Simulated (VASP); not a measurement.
# Si64Au (a cell with a defect): single point with LDA

Si64Au (a cell with a defect):

```
Si Au
1.0
    10.86558    0.00000    0.00000
     0.00000   10.86558    0.00000
     0.00000    0.00000   10.86558
Si Au
64 1
Direct
  0.99659 0.99959 0.99684
  0.99923 0.00069 0.49932
  0.00054 0.50147 0.00068
  0.99708 0.50062 0.49817
  0.49919 0.00074 0.99946
  0.49722 0.99808 0.49743
  0.49796 0.50059 0.99730
  0.50715 0.51768 0.50727
  0.11904 0.12888 0.11922
  0.12219 0.11762 0.63310
  0.12793 0.62194 0.12814
  0.11931 0.63072 0.62050
  0.63304 0.11767 0.12237
  0.61945 0.13034 0.61962
  0.62031 0.63071 0.11948
  0.63433 0.63101 0.63461
  0.24761 0.25189 0.99672
  0.23420 0.24169 0.50187
  0.24872 0.74779 0.00062
  0.24828 0.75296 0.49783
  0.75045 0.24992 0.99911
  0.75171 0.25267 0.49827
  0.74859 0.75353 0.99676
  0.75091 0.75152 0.49973
  0.37463 0.37424 0.12120
  0.37118 0.38523 0.63866
  0.37320 0.87548 0.12202
  0.37509 0.87398 0.62463
  0.87378 0.37705 0.12246
  0.87615 0.37508 0.62527
  0.87619 0.87334 0.12442
  0.87241 0.87913 0.62418
  0.23840 0.99606 0.23866
  0.25241 0.99621 0.75364
  0.25331 0.49657 0.25352
  0.23992 0.50929 0.75068
  0.75345 0.99620 0.25264
  0.74487 0.00496 0.74503
  0.75054 0.50923 0.23997
  0.75368 0.49805 0.75391
  0.36569 0.10931 0.36594
  0.37475 0.12633 0.87584
  0.37557 0.62892 0.37573
  0.37358 0.62626 0.87373
  0.87565 0.12636 0.37492
  0.87230 0.12546 0.87245
  0.87344 0.62621 0.37378
  0.87613 0.62728 0.87634
  0.99659 0.25189 0.24782
  0.99898 0.24990 0.75058
  0.00035 0.74772 0.24897
  0.99655 0.75352 0.74879
  0.50142 0.24140 0.23420
  0.49804 0.25264 0.75183
  0.49766 0.75295 0.24848
  0.49953 0.75156 0.75121
  0.12105 0.37427 0.37489
  0.12233 0.37709 0.87387
  0.12177 0.87541 0.37336
  0.12417 0.87337 0.87640
  0.63868 0.38546 0.37155
  0.62503 0.37506 0.87634
  0.62439 0.87400 0.37528
  0.62401 0.87918 0.87263
  0.43622 0.31384 0.43596
```

- Program: VASP 6.6.1
- Task: single point
- Functional: LDA
- Potentials or basis: VASP PAW LDA potentials, release 64 (Si, Au)
- Cutoff: 400 eV
- k mesh: 1 × 1 × 1, shifted
- Occupations: fermi-dirac, width 0.05 eV
- Spin: no spin polarisation
- Dipole correction: no
- Charge: 1
- Further INCAR settings: LREAL = Auto; ALGO = Normal; EDIFF = 1e-06; NBANDS = 172; ISYM = 0; NELECT = 266.0

```
Largest force : 0.117 eV/Å
```

Forces in eV/Å, atoms in the order of the input:
```
Si   0.018  0.060  0.016
Si   0.016  0.019  0.047
Si   0.040  0.053  0.039
Si   0.022  0.037  0.020
Si   0.046  0.018  0.016
Si  -0.001  0.045  0.001
Si   0.020  0.038  0.021
Si  -0.054 -0.026 -0.050
Si  -0.029 -0.032 -0.029
Si  -0.012 -0.007 -0.016
Si  -0.044 -0.025 -0.042
Si  -0.015 -0.036 -0.007
Si  -0.018 -0.010 -0.012
Si  -0.017 -0.001 -0.017
Si  -0.009 -0.036 -0.014
Si  -0.053 -0.055 -0.053
Si   0.027  0.026  0.018
Si   0.066  0.093  0.026
Si   0.045  0.022  0.007
Si   0.030  0.018  0.033
Si   0.016  0.029  0.026
Si   0.023  0.000  0.040
Si   0.034  0.020  0.043
Si   0.029  0.027  0.029
Si  -0.038 -0.001 -0.025
Si  -0.029 -0.090 -0.067
Si  -0.029 -0.027 -0.030
Si  -0.034 -0.016 -0.026
Si  -0.024 -0.030 -0.016
Si  -0.020 -0.028 -0.027
Si  -0.045 -0.017 -0.037
Si  -0.012 -0.020 -0.040
Si   0.054  0.049  0.052
Si   0.011  0.032  0.017
Si   0.025  0.001  0.023
Si   0.016  0.008  0.009
Si   0.017  0.033  0.011
Si   0.040  0.026  0.042
Si   0.009  0.010  0.017
Si   0.030  0.034  0.029
Si   0.050  0.030  0.051
Si  -0.019 -0.037 -0.023
Si  -0.003 -0.049  0.001
Si  -0.048 -0.019 -0.014
Si  -0.022 -0.039 -0.018
Si  -0.044 -0.054 -0.045
Si  -0.014 -0.020 -0.047
Si  -0.016 -0.058 -0.017
Si   0.020  0.027  0.028
Si   0.027  0.030  0.016
Si   0.009  0.022  0.042
Si   0.044  0.020  0.033
Si   0.030  0.092  0.060
Si   0.040  0.001  0.024
Si   0.032  0.020  0.026
Si   0.028  0.026  0.029
Si  -0.027 -0.002 -0.037
Si  -0.015 -0.031 -0.024
Si  -0.030 -0.026 -0.027
Si  -0.036 -0.018 -0.044
Si  -0.062 -0.089 -0.033
Si  -0.027 -0.029 -0.023
Si  -0.024 -0.017 -0.032
Si  -0.038 -0.020 -0.013
Au  -0.003 -0.002  0.013
```

Levels at points of the mesh, in eV from the Fermi level:
| k point | band 131 | band 132 | band 133 | band 134 | band 135 | band 136 |
| --- | --- | --- | --- | --- | --- | --- |
| (0.25, 0.25, 0.25) | -0.90 | -0.55 | -0.43 | 0.42 | 0.48 | 0.53 |

Run time: 26 min on 1 thread of AMD EPYC 7R43 64-Core Processor (Zen 3), with other jobs on the host, peak memory 0.68 GiB.

Caveat: the cell carries a net charge on a neutralising background, which shifts energy and pressure; the cell is charged against a uniform background, so pressure and absolute levels hang on convention; spin-orbit coupling is left out, which moves the levels of the heavy elements.
